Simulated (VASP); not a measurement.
SnO2, 6 atoms in the cell. It takes space group I4_1/amd (No. 141, tetragonal). Conventional cell: a = 3.970 Å, b = 3.970 Å, c = 10.175 Å, α = 90.00°, β = 90.00°, γ = 90.00°. Within 2.7 Å of Sn (site symmetry -4m2) lie 6 O at 2.04 to 2.07 Å. O (site symmetry 2mm) has 3 Sn at 2.04 to 2.07 Å and 2 O at 2.54 Å within 2.7 Å. 

- Program: VASP 6.6.1
- Task: single point
- Functional: LDA
- Potentials or basis: VASP PAW LDA potentials, release 64 (Sn_d, O)
- Cutoff: 520 eV
- k mesh: 10 × 10 × 10
- Occupations: gaussian, width 0.02 eV
- Spin: no spin polarisation
- Dipole correction: no
- Further INCAR settings: ALGO = Normal; EDIFF = 1e-06; NBANDS = 35

Potentials or basis: VASP PAW LDA potentials, release 64 (Sn_d, O).

Launch:

```bash
$ cat potpaw_LDA.64/Sn_d/POTCAR potpaw_LDA.64/O/POTCAR > POTCAR
$ mpirun -np 1 vasp_std > vasp.out
```

Hardware: 1 thread of Intel(R) Xeon(R) 6975P-C (Granite Rapids) (shared host).

**Question.** Estimate the wall time of this run.

**Answer.** It took 4.3 min on 1 thread of Intel(R) Xeon(R) 6975P-C (Granite Rapids), on a shared host, peak memory 0.39 GiB. Counts: scf iterations 14, k points 102.
